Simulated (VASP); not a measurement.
# SiO2 (Stishovite) (P4_2/mnm) in VASP: further runs

The runs below take SiO2 (Stishovite) through single point, with PBE.

Program: VASP 6.6.1. These are calculated values, not measurements. Logs are shortened: lines on timing, memory, paths and dates and some standing lists are left out, and cuts for length are marked.

**1. The cell of the first run**

Symmetry: P4_2/mnm, No. 136, tetragonal system. The conventional cell has a = 4.121 Å, b = 4.121 Å, c = 2.629 Å, α = 90.00°, β = 90.00°, γ = 90.00°. Within 2.3 Å of Si (site symmetry mmm) lie 6 O at 1.73 to 1.78 Å. Within 2.3 Å of O (site symmetry m2m) lie 3 Si at 1.73 to 1.78 Å and 1 O at 2.26 Å.

**2. Single point, PBE**

INCAR

```
SYSTEM = SiO2
PREC     = Accurate       ! precision mode
ENCUT    = 520            ! plane-wave cutoff, eV
EDIFF    = 1E-6           ! SCF threshold, eV
ISMEAR   = 0              ! smearing method
SIGMA    = 0.01           ! smearing width, eV
LREAL    = .False.        ! projectors in reciprocal space
LASPH    = .True.         ! aspherical terms in the spheres
NELM     = 60             ! most SCF steps
ALGO     = Normal         ! electronic algorithm
ISIF     = 2              ! what is computed and relaxed
LWAVE    = .False.        ! write WAVECAR
LCHARG   = .False.        ! write CHGCAR
GGA      = PE             ! functional
NBANDS   = 25             ! bands
```

KPOINTS

```
regular mesh
0
Gamma
  6 6 8
  0 0 0
```

POSCAR

```
SiO2
1.0
    4.1208430792      0.0000000000      0.0000000000
    0.0000000000      4.1208430792      0.0000000000
    0.0000000000      0.0000000000      2.6291793682
Si O
2 4
Direct
    0.0000000000      0.0000000000      0.0000000000
    0.5000000000      0.5000000000      0.5000000000
    0.3059000000      0.3059000000      0.0000000000
    0.1941000000      0.8059000000      0.5000000000
    0.6941000000      0.6941000000      0.0000000000
    0.8059000000      0.1941000000      0.5000000000
```

Potentials or basis: VASP PAW PBE potentials, release 64 (Si, O).

Launch:

```sh
> cat potpaw_PBE.64/Si/POTCAR potpaw_PBE.64/O/POTCAR > POTCAR
> mpirun -np 1 vasp_std > vasp.out
```

OUTCAR:

```text
SYSTEM = SiO2
   PREC = Accurate
   ENCUT = 520
   EDIFF = 1E-6
   ISMEAR = 0
   LREAL = .False.
   LASPH = .True.
   NELM = 60
   ISIF = 2
   GGA = PE

 ion  position               nearest neighbor table
   1  0.000  0.000  0.000-   4 1.73   6 1.73   4 1.73   6 1.73   5 1.78   3 1.78
   2  0.500  0.500  0.500-   3 1.73   5 1.73   3 1.73   5 1.73   4 1.78   6 1.78
   3  0.306  0.306  0.000-   2 1.73   2 1.73   1 1.78
   4  0.194  0.806  0.500-   1 1.73   1 1.73   2 1.78
   5  0.694  0.694  0.000-   2 1.73   2 1.73   1 1.78
   6  0.806  0.194  0.500-   1 1.73   1 1.73   2 1.78

  LATTYP: Found a simple tetragonal cell.
 ALAT       =     4.1208430792
 C/A-ratio  =     0.6380197735

  Lattice vectors:

 A1 = (   4.1208430792,   0.0000000000,   0.0000000000)
 A2 = (   0.0000000000,   4.1208430792,   0.0000000000)
 A3 = (   0.0000000000,   0.0000000000,   2.6291793682)

Analysis of symmetry for initial positions (statically):
=====================================================================
 Subroutine PRICEL returns:
 Original cell was already a primitive cell.

 Routine SETGRP: Setting up the symmetry group for a
 simple tetragonal supercell.

 Subroutine GETGRP returns: Found 16 space group operations
 (whereof  8 operations were pure point group operations)
 out of a pool of 16 trial point group operations.

The static configuration has the point symmetry D_2h.
 The point group associated with its full space group is D_4h.

Analysis of symmetry for dynamics (positions and initial velocities):
=====================================================================
 Subroutine PRICEL returns:
 Original cell was already a primitive cell.

 Routine SETGRP: Setting up the symmetry group for a
 simple tetragonal supercell.

 Subroutine GETGRP returns: Found 16 space group operations
 (whereof  8 operations were pure point group operations)
 out of a pool of 16 trial point group operations.

The dynamic configuration has the point symmetry D_2h.
 The point group associated with its full space group is D_4h.

 Subroutine INISYM returns: Found 16 space group operations
 (whereof  8 operations are pure point group operations),
 and found     1 'primitive' translations

----------------------------------------------------------------------------------------

                                     Primitive cell

  volume of cell :      44.6470

  direct lattice vectors                    reciprocal lattice vectors
     4.120843079  0.000000000  0.000000000     0.242668789  0.000000000  0.000000000
     0.000000000  4.120843079  0.000000000     0.000000000  0.242668789  0.000000000
     0.000000000  0.000000000  2.629179368     0.000000000  0.000000000  0.380346815

  length of vectors
     4.120843079  4.120843079  2.629179368     0.242668789  0.242668789  0.380346815

  position of ions in fractional coordinates (direct lattice)
     0.000000000  0.000000000  0.000000000
     0.500000000  0.500000000  0.500000000
     0.305900000  0.305900000  0.000000000
     0.194100000  0.805900000  0.500000000
     0.694100000  0.694100000  0.000000000
     0.805900000  0.194100000  0.500000000

  ion indices of the primitive-cell ions
   primitive index   ion index
                 1           1
                 2           2
                 3           3
                 4           4
                 5           5
                 6           6

----------------------------------------------------------------------------------------

 KPOINTS: regular mesh

Automatic generation of k-mesh.
 Grid dimensions read from file:
 generate k-points for:    6    6    8

 Generating k-lattice:

  Cartesian coordinates                     Fractional coordinates (reciprocal lattice)
     0.040444798  0.000000000  0.000000000     0.166666667  0.000000000  0.000000000
     0.000000000  0.040444798  0.000000000     0.000000000  0.166666667  0.000000000
     0.000000000  0.000000000  0.047543352     0.000000000  0.000000000  0.125000000

  Length of vectors
     0.040444798  0.040444798  0.047543352

  Shift w.r.t. Gamma in fractional coordinates (k-lattice)
     0.000000000  0.000000000  0.000000000

 Subroutine IBZKPT returns following result:
 ===========================================

 Found     50 irreducible k-points:

 Following reciprocal coordinates:
            Coordinates               Weight
  0.000000  0.000000  0.000000      1.000000
  0.166667  0.000000  0.000000      4.000000
  0.333333  0.000000  0.000000      4.000000
  0.500000  0.000000  0.000000      2.000000
  0.166667  0.166667  0.000000      4.000000
  0.333333  0.166667  0.000000      8.000000
[... 16 lines left out ...]
  0.333333  0.000000  0.250000      8.000000
  0.500000  0.000000  0.250000      4.000000
 [... further k-points ...]
   k-points           NKPTS =     50   k-points in BZ     NKDIM =     50   number of bands    NBANDS=     25
   number of dos      NEDOS =    301   number of ions     NIONS =      6
   total plane-waves  NPLWV =  20480
   dimension x,y,z NGX =    32 NGY =   32 NGZ =   20
   dimension x,y,z NGXF=    64 NGYF=   64 NGZF=   40
   ions per type =               2   4
   NGX,Y,Z   is equivalent  to a cutoff of  12.91, 12.91, 12.65 a.u.
   NGXF,Y,Z  is equivalent  to a cutoff of  25.82, 25.82, 25.29 a.u.
 SYSTEM =  SiO2
   PREC   = accura    normal or accurate (medium, high low for compatibility)
   ISTART =      0    job   : 0-new  1-cont  2-samecut
   ICHARG =      2    charge: 1-file 2-atom 10-const
   ISPIN  =      1    spin polarized calculation?
   LNONCOLLINEAR =      F non collinear calculations
   LSORBIT =      F    spin-orbit coupling
   LASPH  =      T    aspherical Exc in radial PAW
   ENCUT  =  520.0 eV  38.22 Ry    6.18 a.u.   7.66  7.66  4.89*2*pi/ulx,y,z
   NELM   =     60;   NELMIN=  2; NELMDL= -5     # of ELM steps
   EDIFF  = 0.1E-05   stopping-criterion for ELM
   LREAL  =      F    real-space projection
   EDIFFG = 0.1E-04   stopping-criterion for IOM
   NSW    =      0    number of steps for IOM
   IBRION =     -1    ionic relax: 0-MD 1-quasi-New 2-CG
   NFREE  =      0    steps in history (QN), initial steepest desc. (CG)
   ISIF   =      2    stress and relaxation
   ISYM   =      2    0-nonsym 1-usesym 2-fastsym
   POTIM  = 0.5000    time-step for ionic-motion
   TEBEG  =    0.0;   TEEND  =   0.0 temperature during run
   PSTRESS=    0.0 pullay stress
   NELECT =      32.0000    total number of electrons
   NUPDOWN=      -1.0000    fix difference up-down
   EMIN   =  10.00;   EMAX   =-10.00  energy-range for DOS
   EFERMI =   0.00;   METHOD = LEGACY
   ISMEAR =     0;   SIGMA  =   0.01  broadening in eV -4-tet -1-fermi 0-gaus
   EFERMI_NEDOS =   21; number of points for ismear=-14 and -15
   IALGO  =     38    algorithm
   IMIX   =      4    mixing-type and parameters
     AMIX     =   0.40;   BMIX     =  1.00
     AMIX_MAG =   1.60;   BMIX_MAG =  1.00
  volume/ion in A,a.u.               =       7.44        50.22
  Fermi-wavevector in a.u.,A,eV,Ry     =   1.465078  2.768596 29.204267  2.146453
  Thomas-Fermi vector in A             =   2.580978
   LORBIT       =      0    0 simple, 1 ext, 2 COOP (PROOUT), +10 PAW based schemes
   GGA     = PE    functional components
   LHFCALC =     F    Hartree Fock is set to
   AEXX    =    0.0000 exact exchange contribution
   IVDW    =     0    specifies the selected vdW correction
   LEPSILON=     F    determine dielectric tensor
   LRPA    =     F    only Hartree local field effects (RPA)
 non-spin polarized calculation
 Gauss-broadening in eV      SIGMA  =   0.01
  energy-cutoff  :      520.00
  volume of cell :       44.65
 maximum number of plane-waves:      1226
 NGX is ok and might be reduce to    32
   NGX = 15   NGY = 15   NGZ =  9

 number of electron      31.9999982 magnetization

 Free energy of the ion-electron system (eV)
  ---------------------------------------------------
  ext. energy  EPLUGINS =         0.00000000
  ---------------------------------------------------
  free energy    TOTEN  =       -46.03123009 eV

  energy without entropy =      -46.03123009  energy(sigma->0) =      -46.03123009

 E-fermi :   9.0036     XC(G=0): -12.4915

 val. band max:        8.8352907078   @ k =   0.0000   0.0000   0.0000
 cond. band min:      15.2133847899   @ k =   0.0000   0.0000   0.0000
 fundamental gap:      6.3780940821
 Fermi energy:         9.0035847335

 k-point     1 :       0.0000    0.0000    0.0000
  band No.  band energies     occupation
      1     -14.2012      2.00000
      2     -10.3486      2.00000
      3     -10.3486      2.00000
      4     -10.0963      2.00000
      5      -2.3117      2.00000
      6       2.1512      2.00000
[... 17 lines left out ...]
     24      23.7249      0.00000
     25      25.1116      0.00000

 k-point     2 :       0.1667    0.0000    0.0000
  band No.  band energies     occupation
      1     -14.0487      2.00000
      2     -11.0603      2.00000
      3     -10.2697      2.00000
      4      -9.7117      2.00000
      5      -2.1243      2.00000
      6       1.3855      2.00000
[... 17 lines left out ...]
     24      23.0755      0.00000
     25      24.9244      0.00000

 k-point     3 :       0.3333    0.0000    0.0000
  band No.  band energies     occupation
      1     -13.6018      2.00000
      2     -12.0076      2.00000
      3     -10.0573      2.00000
      4      -9.6144      2.00000
      5      -1.6009      2.00000
      6       0.2353      2.00000
[... 17 lines left out ...]
     24      23.2288      0.00000
     25      24.2302      0.00000

 k-point     4 :       0.5000    0.0000    0.0000
  band No.  band energies     occupation
      1     -12.8974      2.00000
      2     -12.8974      2.00000
      3      -9.7910      2.00000
      4      -9.7910      2.00000
      5      -0.7976      2.00000
      6      -0.7976      2.00000
[... 17 lines left out ...]
     24      22.8343      0.00000
     25      24.1712      0.00000
[... 477 lines left out ...]
 k-point    22 :       0.1667    0.0000    0.2500
  band No.  band energies     occupation
      1     -13.2168      2.00000
      2     -10.6505      2.00000
      3      -9.8948      2.00000
      4      -9.6695      2.00000
      5      -1.7787      2.00000
      6       1.2774      2.00000
[... 17 lines left out ...]
     24      22.9905      0.00000
     25      23.2096      0.00000

 k-point    23 :       0.3333    0.0000    0.2500
  band No.  band energies     occupation
      1     -12.8113      2.00000
      2     -11.4184      2.00000
      3      -9.7711      2.00000
      4      -9.5689      2.00000
      5      -1.0564      2.00000
      6       0.6922      2.00000
[... 17 lines left out ...]
     24      22.0988      0.00000
     25      22.9021      0.00000

 k-point    24 :       0.5000    0.0000    0.2500
  band No.  band energies     occupation
      1     -12.1838      2.00000
      2     -12.1838      2.00000
      3      -9.6334      2.00000
      4      -9.6334      2.00000
      5      -0.1523      2.00000
      6      -0.1523      2.00000
[... 17 lines left out ...]
     24      22.0360      0.00000
     25      22.8920      0.00000

 [... further k-points ...]
[... 5 lines left out ...]
  --------------------------------------------------------------------------------------
  -------------------------------------------------------------------------------------
  Total        6.9614729      6.9614729      8.4715755      0.0000000      0.0000000      0.0000000
  in kB      249.8154805    249.8154805    304.0061719      0.0000000      0.0000000      0.0000000
  external PRESSURE =     267.8790443 kB  Pullay stress =       0.0000000 kB

 VOLUME and BASIS-vectors are now :
 -----------------------------------------------------------------------------
  energy-cutoff  :      520.00
  volume of cell :       44.65
      direct lattice vectors                 reciprocal lattice vectors
     4.120843079  0.000000000  0.000000000     0.242668789  0.000000000  0.000000000
     0.000000000  4.120843079  0.000000000     0.000000000  0.242668789  0.000000000
     0.000000000  0.000000000  2.629179368     0.000000000  0.000000000  0.380346815

 POSITION                                       TOTAL-FORCE (eV/Angst)
 -----------------------------------------------------------------------------------
      0.00000      0.00000      0.00000        -0.000000      0.000000      0.000000
      2.06042      2.06042      1.31459        -0.000000      0.000000      0.000000
      1.26057      1.26057      0.00000        -0.278453     -0.278453      0.000000
      0.79986      3.32099      1.31459         0.278453     -0.278453      0.000000
      2.86028      2.86028      0.00000         0.278453      0.278453      0.000000
      3.32099      0.79986      1.31459        -0.278453      0.278453      0.000000
 -----------------------------------------------------------------------------------
    total drift:                                0.000000      0.000000     -0.000000

  FREE ENERGIE OF THE ION-ELECTRON SYSTEM (eV)
  ---------------------------------------------------
  free  energy   TOTEN  =       -46.0312300851 eV

  energy  without entropy=      -46.0312300851  energy(sigma->0) =      -46.03123009
```

It took 16 s on 1 thread of Intel Xeon 6975P-C (Granite Rapids), shared host; peak memory 0.17 GiB.

Results:

```
Free energy            : -46.0312 eV
Pressure               : 26.8 GPa
Largest force          : 0.394 eV/Å
Band gap on the k mesh : 6.38 eV, direct
```

Forces in eV/Å, atoms in the order of the input:
```
Si   0.000  0.000  0.000
Si   0.000  0.000  0.000
O   -0.278 -0.278  0.000
O    0.278 -0.278  0.000
O    0.278  0.278  0.000
O   -0.278  0.278  0.000
```

**3. Single point, PBE**

This run uses another cell than the first one, of 7.75 Å³/atom, 1.042 times its volume.

INCAR

```
SYSTEM = SiO2
  PREC = Accurate
  ENCUT = 520
  EDIFF = 1E-6
  ISMEAR = 0
  SIGMA = 0.01
  LREAL = .FALSE.
  LASPH = .TRUE.
  NELM = 60
  ALGO = Normal
  ISIF = 2
  LWAVE = .FALSE.
  LCHARG = .FALSE.
  GGA = PE
  NBANDS = 25
```

KPOINTS

```
Automatic mesh
0
G
  6 6 8
  0 0 0
```

Edit POSCAR of step 2 so:

```diff
@@ -2,5 +2,5 @@
 1.0
-    4.1208430792      0.0000000000      0.0000000000
-    0.0000000000      4.1208430792      0.0000000000
-    0.0000000000      0.0000000000      2.6291793682
+    4.1773000000      0.0000000000      0.0000000000
+    0.0000000000      4.1773000000      0.0000000000
+    0.0000000000      0.0000000000      2.6652000000
 Si O
```

Potentials or basis: VASP PAW PBE potentials, release 64 (Si, O).

Launch:

```sh
> cat potpaw_PBE.64/Si/POTCAR potpaw_PBE.64/O/POTCAR > POTCAR
> mpirun -np 1 vasp_std > vasp.out
```

Wall time 15 s (1 thread of Intel Xeon 6975P-C (Granite Rapids), shared host); peak memory 0.17 GiB.

It converged, with:

```
Free energy            : -46.2541 eV
Pressure               : 11.4 GPa
Largest force          : 0.099 eV/Å
Band gap on the k mesh : 5.62 eV, direct
```

Forces on the atoms (eV/Å):
```
Si   0.000  0.000  0.000
Si   0.000  0.000  0.000
O   -0.070 -0.070  0.000
O    0.070 -0.070  0.000
O    0.070  0.070  0.000
O   -0.070  0.070  0.000
```

Stress tensor (GPa, compression positive):
```
10.70  0.00  0.00
 0.00 10.70  0.00
 0.00  0.00 12.84
```

Levels at points of the mesh, in eV from the valence-band top:
```tsv
k point	band 12	band 13	band 14	band 15	band 16	band 17	band 18	band 19	band 20	band 21
(0.00, 0.00, 0.00)	-3.14	-2.51	-0.88	-0.88	0.00	5.62	6.72	8.52	8.52	11.13
(0.50, 0.00, 0.00)	-3.89	-2.69	-2.69	-1.07	-1.07	7.76	7.76	9.10	9.10	11.07
(0.50, 0.50, 0.00)	-3.27	-2.68	-2.68	-2.29	-2.29	7.45	7.45	10.09	10.09	13.20
(0.00, 0.00, 0.50)	-4.64	-3.08	-3.08	-2.69	-2.69	9.11	9.11	12.66	12.66	12.78
(0.50, 0.00, 0.50)	-4.00	-2.29	-2.29	-1.76	-1.76	8.80	8.80	9.87	9.87	12.27
(0.50, 0.50, 0.50)	-4.51	-1.77	-1.77	-1.56	-1.56	7.19	7.19	11.04	11.04	11.69
```

A k mesh can miss the band edges. A hybrid or GW would open this gap; PBE tends to underestimate it.

**4. Single point, PBE**

This run uses another cell than the first one, of 8.06 Å³/atom, 1.083 times its volume.

INCAR

```
SYSTEM = SiO2
PREC = Accurate ; ENCUT = 520
EDIFF = 1E-6 ; ISMEAR = 0
SIGMA = 0.01 ; LREAL = .False.
LASPH = .True. ; NELM = 100
ALGO = Normal ; ISIF = 2
LWAVE = .False. ; LCHARG = .True.
GGA = PE ; LELF = .True.
LVHAR = .True. ; NBANDS = 25
```

KPOINTS

```
regular mesh
0
Gamma
  6 6 8
  0 0 0
```

Edit POSCAR of step 3 so:

```diff
@@ -2,5 +2,5 @@
 1.0
-    4.1773000000      0.0000000000      0.0000000000
-    0.0000000000      4.1773000000      0.0000000000
-    0.0000000000      0.0000000000      2.6652000000
+    4.2322707776      0.0000000000      0.0000000000
+    0.0000000000      4.2322707776      0.0000000000
+    0.0000000000      0.0000000000      2.7002724431
 Si O
```

Launch:

```sh
> cat potpaw_PBE.64/Si/POTCAR potpaw_PBE.64/O/POTCAR > POTCAR
> mpirun -np 1 vasp_std > vasp.out
```

Wall time 22 s (1 thread of Intel Xeon 6975P-C (Granite Rapids), shared host); peak memory 0.18 GiB.

The run converged. Its results:

* Free energy: -46.3149 eV
* Pressure: -1.2 GPa
* Largest force: 0.158 eV/Å
* Band gap on the k mesh: 4.93 eV, direct

Forces on the atoms (eV/Å):
```
Si   0.000  0.000  0.000
Si   0.000  0.000  0.000
O    0.112  0.112  0.000
O   -0.112  0.112  0.000
O   -0.112 -0.112  0.000
O    0.112 -0.112  0.000
```

Stress tensor (GPa, compression positive):
```
-0.99  0.00  0.00
 0.00 -0.99  0.00
 0.00  0.00 -1.60
```

Levels at points of the mesh, in eV from the valence-band top:
```csv
k point,band 13,band 14,band 15,band 16,band 17,band 18,band 19,band 20
"(0.00, 0.00, 0.00)",-2.48,-0.86,-0.86,0.00,4.93,6.56,8.18,8.18
"(0.50, 0.00, 0.00)",-2.61,-2.61,-1.03,-1.03,7.23,7.23,8.80,8.80
"(0.50, 0.50, 0.00)",-2.59,-2.59,-2.16,-2.16,6.97,6.97,9.71,9.71
"(0.00, 0.00, 0.50)",-2.90,-2.90,-2.55,-2.55,8.57,8.57,12.27,12.27
"(0.50, 0.00, 0.50)",-2.20,-2.20,-1.67,-1.67,8.36,8.36,9.43,9.43
"(0.50, 0.50, 0.50)",-1.69,-1.69,-1.48,-1.48,6.70,6.70,10.74,10.74
```

(Continued in part 2 of 2.)
